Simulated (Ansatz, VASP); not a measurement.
**BC5: VASP beside Ansatz**

```
CELL_PARAMETERS angstrom
1.86564 -3.39818 0.00000
1.86564 3.39818 0.00000
0.00000 0.00000 7.71260
ATOMIC_POSITIONS crystal
B 0.00000 0.00000 0.50000
C 0.50000 0.50000 0.00000
C 0.16666 0.16666 0.00000
C 0.83334 0.83334 0.00000
C 0.78633 0.21367 0.50000
C 0.21367 0.78633 0.50000
```

Alike in both runs: functional PBE; k mesh 6 × 6 × 4; occupations gaussian, width 0.1 eV; no spin polarisation.

Ansatz relaxed the structure, and its values are those at the end. VASP's run is a single point on that final structure, the one shown.

```csv
,VASP,Ansatz
version,VASP 6.6.1,Ansatz 0.2.0
potentials or method,"VASP PAW PBE potentials, release 64 (B, C), cutoff 520 eV","scalar-relativistic, plane waves, PAW"
valence electrons in the cell,23,23
```

|  | VASP | Ansatz | Ansatz less VASP |
| --- | --- | --- | --- |
| gap on the k mesh at the Fermi level (eV) | none | none | - |
| pressure (GPa) | 0.0 | 0.1 | +0.09 |

A gap of «none» marks a metal or a gap that the smearing closes.
